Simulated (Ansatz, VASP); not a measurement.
# One calculation of WSe2, two programs

```
W Se
1.0
     3.18860   -0.07699   -0.09709
    -1.66097    2.87665    0.02359
    -0.38274   -0.11359   13.47374
W Se
2 4
Cartesian
  -0.1374 1.8605 3.2996
  1.2854 0.8611 10.1025
  -0.2359 1.8380 8.3278
  1.5117 0.8509 1.5854
  -0.4034 1.8237 11.8410
  1.4142 0.8241 5.0445
```

Change from the starting cell: all atoms moved at random (sigma 0.03 Å a component), cell strained at random (sigma 0.03).

Alike in both runs: task single point; functional LDA; k mesh 12 × 12 × 2; occupations gaussian, width 0.05 eV; no spin polarisation.

|  | VASP | Ansatz |
| --- | --- | --- |
| version | VASP 6.6.1 | Ansatz 0.2.0 |
| potentials or method | VASP PAW LDA potentials, release 64 (W_sv, Se), cutoff 500 eV | scalar-relativistic, plane waves, PAW |
| valence electrons in the cell | 52 | 92 |

VASP gave:

```
gap on the k mesh at the Fermi level (eV)                     : 0.85
least direct gap on the mesh (eV)                             : 1.36
pressure (GPa)                                                : -3.3
traceless stress, the component that is largest in VASP (GPa) : 8.71
rms of the force components (eV/Å)                            : 0.934
```

**Question.** Estimate Ansatz's values.

**Answer.** gap on the k mesh at the Fermi level (eV): 0.85; least direct gap on the mesh (eV): 1.36; pressure (GPa): -4.0; traceless stress, the component that is largest in VASP (GPa): 8.62; rms of the force components (eV/Å): 0.941.

LDA's correlation is that of Perdew and Zunger in VASP and of Perdew and Wang (1992) in Ansatz. Atom by atom the forces differ by 0.044 eV/Å (rms over components). VASP's potentials hold 52 valence electrons a cell and Ansatz's 92, so a difference there can come from the potentials and not from the codes.

Spin-orbit coupling is off throughout.
